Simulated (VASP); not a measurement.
# Sn (Fm-3m) in VASP: further runs

The runs below take Sn through single point, with PBEsol.

All numbers are computed with VASP 6.6.1; they aren't measurements. Logs are shortened: lines on timing, memory, paths and dates and some standing lists are left out, and cuts for length are marked.

## (1) The cell of the first run

Symmetry: Fm-3m, No. 225, cubic system. Conventional cell: a = 4.606 Å, b = 4.606 Å, c = 4.606 Å, α = 90.00°, β = 90.00°, γ = 90.00°. Sn (site symmetry m-3m) has 12 Sn at 3.26 Å within 4.3 Å.

## (2) Single point, PBEsol (volume scaled by 0.92)

File INCAR:

```
PREC = Accurate
ENCUT = 520
EDIFF = 1E-7
ISMEAR = -1
SIGMA = 0.1
LREAL = F
LASPH = T
NELM = 80
ALGO = Normal
ISIF = 2
LWAVE = F
LCHARG = T
GGA = PS
LELF = T
LVHAR = T
NBANDS = 13
```

File KPOINTS:

```
Automatic mesh
0
Gamma
  13 13 13
```

File POSCAR:

```
Sn
1.0
    0.0000000000      2.3029262023      2.3029262023
    2.3029262023      0.0000000000      2.3029262023
    2.3029262023      2.3029262023      0.0000000000
Sn
1
Direct
    0.0000000000      0.0000000000      0.0000000000
```

Potentials or basis: VASP PAW PBE potentials, release 64 (Sn_d).

Started as:

```bash
cat potpaw_PBE.64/Sn_d/POTCAR > POTCAR
mpirun -np 1 vasp_std > vasp.out
```

OUTCAR:

```text
PREC = Accurate
   ENCUT = 520
   EDIFF = 1E-7
   ISMEAR = -1
   LREAL = F
   LASPH = T
   NELM = 80
   ISIF = 2
   GGA = PS

 ion  position               nearest neighbor table
   1  0.000  0.000  0.000-

  LATTYP: Found a face centered cubic cell.
 ALAT       =     4.6058524046

  Lattice vectors:

 A1 = (   0.0000000000,   2.3029262023,   2.3029262023)
 A2 = (   2.3029262023,   0.0000000000,   2.3029262023)
 A3 = (   2.3029262023,   2.3029262023,   0.0000000000)

Analysis of symmetry for initial positions (statically):
=====================================================================
 Subroutine PRICEL returns:
 Original cell was already a primitive cell.

 Routine SETGRP: Setting up the symmetry group for a
 face centered cubic supercell.

 Subroutine GETGRP returns: Found 48 space group operations
 (whereof 48 operations were pure point group operations)
 out of a pool of 48 trial point group operations.

The static configuration has the point symmetry O_h .

Analysis of symmetry for dynamics (positions and initial velocities):
=====================================================================
 Subroutine PRICEL returns:
 Original cell was already a primitive cell.

 Routine SETGRP: Setting up the symmetry group for a
 face centered cubic supercell.

 Subroutine GETGRP returns: Found 48 space group operations
 (whereof 48 operations were pure point group operations)
 out of a pool of 48 trial point group operations.

The dynamic configuration has the point symmetry O_h .

 Subroutine INISYM returns: Found 48 space group operations
 (whereof 48 operations are pure point group operations),
 and found     1 'primitive' translations

----------------------------------------------------------------------------------------

                                     Primitive cell

  volume of cell :      24.4270

  direct lattice vectors                    reciprocal lattice vectors
     0.000000000  2.302926202  2.302926202    -0.217115077  0.217115077  0.217115077
     2.302926202  0.000000000  2.302926202     0.217115077 -0.217115077  0.217115077
     2.302926202  2.302926202  0.000000000     0.217115077  0.217115077 -0.217115077

  length of vectors
     3.256829468  3.256829468  3.256829468     0.376054345  0.376054345  0.376054345

  position of ions in fractional coordinates (direct lattice)
     0.000000000  0.000000000  0.000000000

  ion indices of the primitive-cell ions
   primitive index   ion index
                 1           1

----------------------------------------------------------------------------------------

 KPOINTS: Automatic mesh

Automatic generation of k-mesh.
 Grid dimensions read from file:
 generate k-points for:   13   13   13

 Generating k-lattice:

  Cartesian coordinates                     Fractional coordinates (reciprocal lattice)
    -0.016701160  0.016701160  0.016701160     0.076923077  0.000000000  0.000000000
     0.016701160 -0.016701160  0.016701160     0.000000000  0.076923077  0.000000000
     0.016701160  0.016701160 -0.016701160     0.000000000  0.000000000  0.076923077

  Length of vectors
     0.028927257  0.028927257  0.028927257

  Shift w.r.t. Gamma in fractional coordinates (k-lattice)
     0.000000000  0.000000000  0.000000000

 Subroutine IBZKPT returns following result:
 ===========================================

 Found     84 irreducible k-points:

 Following reciprocal coordinates:
            Coordinates               Weight
  0.000000  0.000000  0.000000      1.000000
  0.076923  0.000000  0.000000      8.000000
  0.153846  0.000000  0.000000      8.000000
  0.230769  0.000000  0.000000      8.000000
  0.307692  0.000000  0.000000      8.000000
  0.384615  0.000000  0.000000      8.000000
[... 16 lines left out ...]
  0.384615  0.153846  0.000000     24.000000
  0.461538  0.153846  0.000000     24.000000
 [... further k-points ...]
   k-points           NKPTS =     84   k-points in BZ     NKDIM =     84   number of bands    NBANDS=     13
   number of dos      NEDOS =    301   number of ions     NIONS =      1
   total plane-waves  NPLWV =  13824
   dimension x,y,z NGX =    24 NGY =   24 NGZ =   24
   dimension x,y,z NGXF=    48 NGYF=   48 NGZF=   48
   ions per type =               1
   NGX,Y,Z   is equivalent  to a cutoff of  12.25, 12.25, 12.25 a.u.
   NGXF,Y,Z  is equivalent  to a cutoff of  24.50, 24.50, 24.50 a.u.
 SYSTEM =  unknown system
   PREC   = accura    normal or accurate (medium, high low for compatibility)
   ISTART =      0    job   : 0-new  1-cont  2-samecut
   ICHARG =      2    charge: 1-file 2-atom 10-const
   ISPIN  =      1    spin polarized calculation?
   LNONCOLLINEAR =      F non collinear calculations
   LSORBIT =      F    spin-orbit coupling
   LASPH  =      T    aspherical Exc in radial PAW
   ENCUT  =  520.0 eV  38.22 Ry    6.18 a.u.   6.06  6.06  6.06*2*pi/ulx,y,z
   NELM   =     80;   NELMIN=  2; NELMDL= -5     # of ELM steps
   EDIFF  = 0.1E-06   stopping-criterion for ELM
   LREAL  =      F    real-space projection
   EDIFFG = 0.1E-05   stopping-criterion for IOM
   NSW    =      0    number of steps for IOM
   IBRION =     -1    ionic relax: 0-MD 1-quasi-New 2-CG
   NFREE  =      0    steps in history (QN), initial steepest desc. (CG)
   ISIF   =      2    stress and relaxation
   ISYM   =      2    0-nonsym 1-usesym 2-fastsym
   POTIM  = 0.5000    time-step for ionic-motion
   TEBEG  =    0.0;   TEEND  =   0.0 temperature during run
   PSTRESS=    0.0 pullay stress
   NELECT =      14.0000    total number of electrons
   NUPDOWN=      -1.0000    fix difference up-down
   EMIN   =  10.00;   EMAX   =-10.00  energy-range for DOS
   EFERMI =   0.00;   METHOD = LEGACY
   ISMEAR =    -1;   SIGMA  =   0.10  broadening in eV -4-tet -1-fermi 0-gaus
   EFERMI_NEDOS =   21; number of points for ismear=-14 and -15
   IALGO  =     38    algorithm
   IMIX   =      4    mixing-type and parameters
     AMIX     =   0.40;   BMIX     =  1.00
     AMIX_MAG =   1.60;   BMIX_MAG =  1.00
  volume/ion in A,a.u.               =      24.43       164.84
  Fermi-wavevector in a.u.,A,eV,Ry     =   1.359860  2.569763 25.160150  1.849219
  Thomas-Fermi vector in A             =   2.486572
   LORBIT       =      0    0 simple, 1 ext, 2 COOP (PROOUT), +10 PAW based schemes
   GGA     = PS    functional components
   LHFCALC =     F    Hartree Fock is set to
   AEXX    =    0.0000 exact exchange contribution
   IVDW    =     0    specifies the selected vdW correction
   LEPSILON=     F    determine dielectric tensor
   LRPA    =     F    only Hartree local field effects (RPA)
 non-spin polarized calculation
  energy-cutoff  :      520.00
  volume of cell :       24.43
 maximum number of plane-waves:       670
   NGX = 13   NGY = 13   NGZ = 13

 number of electron      13.9999991 magnetization

 Free energy of the ion-electron system (eV)
  ---------------------------------------------------
  ext. energy  EPLUGINS =         0.00000000
  ---------------------------------------------------
  free energy    TOTEN  =        -4.20936683 eV

  energy without entropy =       -4.19314844  energy(sigma->0) =       -4.20125763

 E-fermi :   9.3790     XC(G=0): -11.0139

 val. band max:        9.3281698785   @ k =  -0.2308   0.2308   0.0000
 cond. band min:       9.4085967994   @ k =   0.3846   0.2308   0.0000
 fundamental gap:      0.0804269209
 Fermi energy:         9.3790396630

 k-point     1 :       0.0000    0.0000    0.0000
  band No.  band energies     occupation
      1     -12.1817      2.00000
      2     -12.1817      2.00000
      3     -12.1817      2.00000
      4     -12.0702      2.00000
      5     -12.0702      2.00000
      6      -2.6380      2.00000
      7      17.9356      0.00000
      8      17.9356      0.00000
      9      17.9356      0.00000
     10      20.0593      0.00000
     11      21.8885      0.00000
     12      21.8885      0.00000
     13      21.8885      0.00000

 k-point     2 :       0.0769    0.0000    0.0000
  band No.  band energies     occupation
      1     -12.1815      2.00000
      2     -12.1748      2.00000
      3     -12.1748      2.00000
      4     -12.0705      2.00000
      5     -12.0705      2.00000
      6      -2.5047      2.00000
      7      16.4303      0.00000
      8      17.7063      0.00000
      9      17.7063      0.00000
     10      19.6759      0.00000
     11      22.2801      0.00000
     12      22.2801      0.00000
     13      23.3585      0.00000

 k-point     3 :       0.1538    0.0000    0.0000
  band No.  band energies     occupation
      1     -12.1816      2.00000
      2     -12.1601      2.00000
      3     -12.1601      2.00000
      4     -12.0671      2.00000
      5     -12.0671      2.00000
      6      -2.1034      2.00000
      7      13.7743      0.00000
      8      17.2092      0.00000
      9      17.2092      0.00000
     10      19.4877      0.00000
     11      23.0887      0.00000
     12      23.0887      0.00000
     13      23.5664      0.00000
[... 305 lines left out ...]
 k-point    23 :       0.3846    0.1538    0.0000
  band No.  band energies     occupation
      1     -12.2093      2.00000
      2     -12.1465      2.00000
      3     -12.1140      2.00000
      4     -12.0440      2.00000
      5     -11.9768      2.00000
      6       0.3528      2.00000
      7       8.2390      1.99998
      8      13.9576      0.00000
      9      14.0713      0.00000
     10      17.2670      0.00000
     11      21.8576      0.00000
     12      23.9365      0.00000
     13      24.5644      0.00000

 k-point    24 :       0.4615    0.1538    0.0000
  band No.  band energies     occupation
      1     -12.2029      2.00000
      2     -12.1492      2.00000
      3     -12.1229      2.00000
      4     -12.0216      2.00000
      5     -11.9612      2.00000
      6       1.6022      2.00000
      7       6.1331      2.00000
      8      13.1496      0.00000
      9      14.1371      0.00000
     10      17.2034      0.00000
     11      23.0827      0.00000
     12      23.1221      0.00000
     13      24.4375      0.00000

 [... further k-points ...]
[... 5 lines left out ...]
  --------------------------------------------------------------------------------------
  -------------------------------------------------------------------------------------
  Total        0.7961624      0.7961624      0.7961624     -0.0000000     -0.0000000      0.0000000
  in kB       52.2206379     52.2206379     52.2206379     -0.0000000     -0.0000000      0.0000000
  external PRESSURE =      52.2206379 kB  Pullay stress =       0.0000000 kB

 VOLUME and BASIS-vectors are now :
 -----------------------------------------------------------------------------
  energy-cutoff  :      520.00
  volume of cell :       24.43
      direct lattice vectors                 reciprocal lattice vectors
     0.000000000  2.302926202  2.302926202    -0.217115077  0.217115077  0.217115077
     2.302926202  0.000000000  2.302926202     0.217115077 -0.217115077  0.217115077
     2.302926202  2.302926202  0.000000000     0.217115077  0.217115077 -0.217115077

 POSITION                                       TOTAL-FORCE (eV/Angst)
 -----------------------------------------------------------------------------------
      0.00000      0.00000      0.00000         0.000000     -0.000000      0.000000
 -----------------------------------------------------------------------------------
    total drift:                               -0.000000      0.000000     -0.000000

  FREE ENERGIE OF THE ION-ELECTRON SYSTEM (eV)
  ---------------------------------------------------
  free  energy   TOTEN  =        -4.2093668280 eV

  energy  without entropy=       -4.1931484391  energy(sigma->0) =       -4.20125763
```

It took 13 s on 1 thread of Intel Xeon Platinum 8259CL at 2.50GHz (Skylake/Cascade Lake), shared host; peak memory 0.15 GiB.

What came out:

```
Free energy            : -4.2094 eV
Pressure               : 5.2 GPa
Band gap on the k mesh : zero (band 7 reaches 17.94 eV, above the bottom of band 8 at 7.17 eV)
```

Caveat: the cell differs from its parent crystal (volume scaled by 0.92); the PAW data sets were made with another functional, which shifts forces and pressure a little; spin-orbit coupling is left out, which moves the levels of the heavy elements.

## (3) Single point, PBEsol (volume scaled by 0.96)

File INCAR:

```
SYSTEM = Sn
PREC = Accurate
ENCUT = 520
EDIFF = 1E-7
ISMEAR = -1
SIGMA = 0.1
LREAL = .FALSE.
LASPH = .TRUE.
NELM = 100
ALGO = Normal
ISIF = 2
LWAVE = .FALSE.
LCHARG = .FALSE.
GGA = PS
NBANDS = 13
```

File KPOINTS:

```
Automatic mesh
0
G
  13 13 13
  0 0 0
```

File POSCAR:

```
Sn
1.0
    0.0000000000      2.3358295935      2.3358295935
    2.3358295935      0.0000000000      2.3358295935
    2.3358295935      2.3358295935      0.0000000000
Sn
1
Direct
    0.0000000000      0.0000000000      0.0000000000
```

Potentials or basis: VASP PAW PBE potentials, release 64 (Sn_d).

Started as:

```bash
cat potpaw_PBE.64/Sn_d/POTCAR > POTCAR
mpirun -np 1 vasp_std > vasp.out
```

It took 33 s on 1 thread of Intel Xeon Platinum 8259CL at 2.50GHz (Skylake/Cascade Lake), shared host; peak memory 0.17 GiB.

It converged, with:

```yaml
Free_energy: -4.2341 eV
Pressure: 2.2 GPa
Band_gap_on_the_k_mesh: zero (band 7 reaches 17.01 eV, above the bottom of band 8 at 6.70 eV)
```

Levels at points of the mesh, in eV from the Fermi level:
```csv
k point,band 5,band 6,band 7,band 8,band 9,band 10
"(0.00, 0.00, 0.00)",-21.43,-11.67,8.19,8.19,8.19,10.65
```

Caveat: the cell differs from its parent crystal (volume scaled by 0.96); the PAW data sets were made with another functional, which shifts forces and pressure a little; spin-orbit coupling is left out, which moves the levels of the heavy elements.

## (4) Single point, PBEsol

This run uses another cell than the first one, of 26.55 Å³/atom, 1.087 times its volume.

File INCAR:

```
ALGO = Normal ; EDIFF = 1E-7
ENCUT = 520 ; GGA = PS
ISIF = 2 ; ISMEAR = -1
LASPH = True ; LCHARG = False
LREAL = False ; LWAVE = False
NBANDS = 13 ; NELM = 80
PREC = Accurate ; SIGMA = 0.1
```

File KPOINTS:

```
k-points
0
Gamma
  13 13 13
```

File POSCAR:

```
Sn
1.0
    0.0000000000      2.3678312358      2.3678312358
    2.3678312358      0.0000000000      2.3678312358
    2.3678312358      2.3678312358      0.0000000000
Sn
1
Direct
    0.0000000000      0.0000000000      0.0000000000
```

Started as:

```bash
cat potpaw_PBE.64/Sn_d/POTCAR > POTCAR
mpirun -np 1 vasp_std > vasp.out
```

Run time: 28 s. Hardware: 1 thread of Intel Xeon Platinum 8259CL at 2.50GHz (Skylake/Cascade Lake), shared host; peak memory 0.17 GiB.

The run converged. Its results:

```
Free energy            : -4.2410 eV
Pressure               : -0.2 GPa
Band gap on the k mesh : zero (band 7 reaches 16.15 eV, above the bottom of band 8 at 6.26 eV)
```

Levels at points of the mesh, in eV from the Fermi level:
```tsv
k point	band 3	band 4	band 5	band 6	band 7	band 8	band 9	band 10	band 11	band 12
(0.00, 0.00, 0.00)	-21.50	-21.41	-21.41	-11.36	7.84	7.84	7.84	10.61	11.96	11.96
```

Caveat: the PAW data sets were made with another functional, which shifts forces and pressure a little; spin-orbit coupling is left out, which moves the levels of the heavy elements.

(Part 1 of 2 ends here.)
